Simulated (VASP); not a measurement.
Ga4P3N: single point with PBEsol

Crystal: Ga4P3N.

```
CELL_PARAMETERS angstrom
10.38782 0.00000 0.00000
0.00000 10.38782 0.00000
0.00000 0.00000 10.38782
ATOMIC_POSITIONS crystal
Ga 0.98519 0.01692 0.98860
Ga 0.01746 0.98345 0.49149
Ga 0.98834 0.51691 0.98546
Ga 0.98473 0.52012 0.48292
Ga 0.48266 0.02013 0.98499
Ga 0.52158 0.98293 0.48316
Ga 0.49123 0.48346 0.01774
Ga 0.48290 0.48294 0.52184
Ga 0.27551 0.25131 0.00147
Ga 0.26360 0.26344 0.51682
Ga 0.24778 0.75157 0.00409
Ga 0.23301 0.76360 0.48744
Ga 0.76284 0.23519 0.98698
Ga 0.74710 0.25069 0.50232
Ga 0.76329 0.73556 0.98732
Ga 0.74883 0.75114 0.47460
Ga 0.22792 0.98219 0.26680
Ga 0.26714 0.01958 0.76520
Ga 0.26652 0.48218 0.22817
Ga 0.25870 0.48289 0.73200
Ga 0.73174 0.98288 0.25894
Ga 0.76395 0.01665 0.76200
Ga 0.76493 0.51957 0.26740
Ga 0.76175 0.51664 0.76421
Ga 0.00380 0.25157 0.24804
Ga 0.98707 0.23556 0.76353
Ga 0.00120 0.75131 0.27580
Ga 0.98673 0.73519 0.76309
Ga 0.48717 0.26359 0.23327
Ga 0.47435 0.25115 0.74910
Ga 0.51657 0.76343 0.26386
Ga 0.50208 0.75068 0.74738
P 0.13079 0.12328 0.12138
P 0.12788 0.12562 0.62906
P 0.12110 0.62329 0.13106
P 0.12098 0.62492 0.62220
P 0.62196 0.12493 0.12125
P 0.61879 0.12351 0.62885
P 0.62881 0.62563 0.12814
P 0.62860 0.62352 0.61905
P 0.37581 0.88149 0.13150
P 0.37504 0.88084 0.61923
P 0.87354 0.38126 0.12184
P 0.87699 0.38105 0.62803
P 0.87569 0.87167 0.12733
P 0.87372 0.87128 0.62348
P 0.37498 0.12361 0.37437
P 0.37410 0.62361 0.37524
P 0.37394 0.61590 0.87538
P 0.87511 0.11589 0.37420
P 0.13123 0.38148 0.37606
P 0.12707 0.37168 0.87594
P 0.12158 0.88126 0.87382
P 0.61896 0.38084 0.37529
P 0.62322 0.37129 0.87399
P 0.62779 0.88106 0.87724
N 0.37687 0.36895 0.11847
N 0.37332 0.36885 0.63162
N 0.37491 0.13802 0.87517
N 0.87487 0.12617 0.87494
N 0.87491 0.63802 0.37517
N 0.87468 0.62617 0.87513
N 0.11820 0.86895 0.37714
N 0.63136 0.86885 0.37357
```

```yaml
Program: VASP 6.6.1
Task: single point
Functional: PBEsol
Potentials_or_basis: VASP PAW PBE potentials, release 64 (Ga_d, P, N)
Cutoff: 700 eV
k_mesh: 1 × 1 × 1, shifted
Occupations: fermi-dirac, width 0.05 eV
Spin: no spin polarisation
Dipole_correction: no
Further_INCAR_settings: LREAL = Auto; ALGO = Normal; EDIFF = 1e-06; NBANDS = 326; ISYM = -1
```

```yaml
Pressure: -0.1 GPa
Largest_force: 0.017 eV/Å
Band_gap_on_the_k_mesh: 1.59 eV
```

Forces on the atoms (eV/Å):
```
Ga   0.009  0.001  0.003
Ga  -0.001  0.006  0.009
Ga   0.003  0.001  0.012
Ga   0.009 -0.009  0.010
Ga   0.009 -0.008  0.010
Ga  -0.005 -0.004  0.004
Ga   0.010  0.002 -0.001
Ga   0.003 -0.003 -0.003
Ga  -0.005  0.001  0.006
Ga  -0.005 -0.001  0.002
Ga  -0.004  0.000  0.006
Ga   0.004 -0.005  0.008
Ga  -0.010  0.005  0.004
Ga  -0.003 -0.001  0.004
Ga  -0.006  0.005  0.004
Ga  -0.002  0.000  0.010
Ga   0.000 -0.004 -0.008
Ga  -0.010 -0.005 -0.008
Ga  -0.006 -0.002  0.000
Ga  -0.012  0.001 -0.006
Ga  -0.006  0.000 -0.007
Ga  -0.012 -0.003 -0.001
Ga  -0.010 -0.005 -0.006
Ga  -0.006 -0.003 -0.014
Ga   0.002  0.001 -0.003
Ga   0.003  0.010 -0.004
Ga   0.009  0.004 -0.010
Ga   0.001  0.007 -0.009
Ga   0.014 -0.005  0.001
Ga   0.009  0.002 -0.002
Ga   0.002 -0.002 -0.007
Ga   0.005  0.002 -0.005
P    0.003 -0.003  0.003
P    0.000  0.000  0.003
P    0.007 -0.003  0.001
P    0.002 -0.008 -0.003
P   -0.004 -0.008  0.001
P    0.005  0.003 -0.003
P    0.003 -0.001  0.000
P   -0.002  0.003  0.005
P   -0.002 -0.003  0.001
P    0.003 -0.001 -0.001
P    0.007 -0.002  0.000
P   -0.008  0.001 -0.004
P   -0.002  0.000 -0.005
P    0.005  0.000  0.002
P    0.002  0.004 -0.001
P   -0.002  0.003  0.001
P    0.003  0.003  0.001
P    0.000  0.001  0.001
P    0.001 -0.002 -0.004
P   -0.003  0.000 -0.003
P   -0.002  0.000  0.005
P   -0.002  0.001  0.006
P    0.004  0.000  0.003
P   -0.004 -0.001 -0.006
N    0.003  0.004  0.002
N   -0.007  0.005 -0.002
N    0.000  0.002  0.001
N    0.000  0.003  0.000
N    0.000  0.000  0.000
N    0.001  0.003 -0.001
N    0.003  0.004  0.003
N   -0.003  0.004 -0.006
```

Stress tensor (GPa, compression positive):
```
-0.21 -0.76 -0.73
-0.76  0.10 -0.75
-0.73 -0.75 -0.21
```

Levels at points of the mesh, in eV from the valence-band top:
```tsv
k point	band 285	band 286	band 287	band 288	band 289	band 290	band 291	band 292
(0.25, 0.25, 0.25)	-0.52	-0.45	-0.13	0.00	1.59	1.65	1.90	2.03
```

Run time: 25 min on 1 thread of Intel(R) Xeon(R) Platinum 8259CL CPU @ 2.50GHz (Skylake/Cascade Lake), on a shared host, peak memory 1.5 GiB.

Caveat: the PAW data sets were made with another functional, which shifts forces and pressure a little; a shifted mesh leaves out Γ, where band edges can lie. A k mesh can miss the band edges.
